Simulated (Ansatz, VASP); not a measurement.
Two plane-wave programs on SrO

```xyz
4
Lattice="4.4794 0.0000 0.0000 0.0000 4.3916 0.0000 0.0000 0.0000 3.4114" Properties=species:S:1:pos:R:3 pbc="T T T"
Sr    2.2397    0.0000    1.0208
Sr    0.0000    2.1958    2.3906
O     0.0000    0.0000    0.0000
O     2.2397    2.1958    0.0000
```

Change from the starting cell: strain e1 = +0.02, atoms carried along.

Alike in both runs: task single point; functional PBEsol; k mesh 8 × 8 × 10; occupations gaussian, width 0.05 eV; no spin polarisation.

|  | VASP | Ansatz |
| --- | --- | --- |
| version | VASP 6.6.1 | Ansatz 0.2.0 |
| potentials or method | VASP PAW PBE potentials, release 64 (Sr_sv, O), cutoff 520 eV | scalar-relativistic, plane waves, PAW |
| valence electrons in the cell | 32 | 32 |

VASP gave:

- gap on the k mesh at the Fermi level (eV): 3.01
- least direct gap on the mesh (eV): 3.07
- pressure (GPa): -1.0
- traceless stress, the component that is largest in VASP (GPa): -1.37
- rms of the force components (eV/Å): 0.055

Which values does Ansatz return?

gap on the k mesh at the Fermi level (eV): 3.02; least direct gap on the mesh (eV): 3.09; pressure (GPa): -1.8; traceless stress, the component that is largest in VASP (GPa): -1.41; rms of the force components (eV/Å): 0.064.

VASP's potentials were made for PBE, not for PBEsol. Atom by atom the forces differ by 0.029 eV/Å (rms over components).
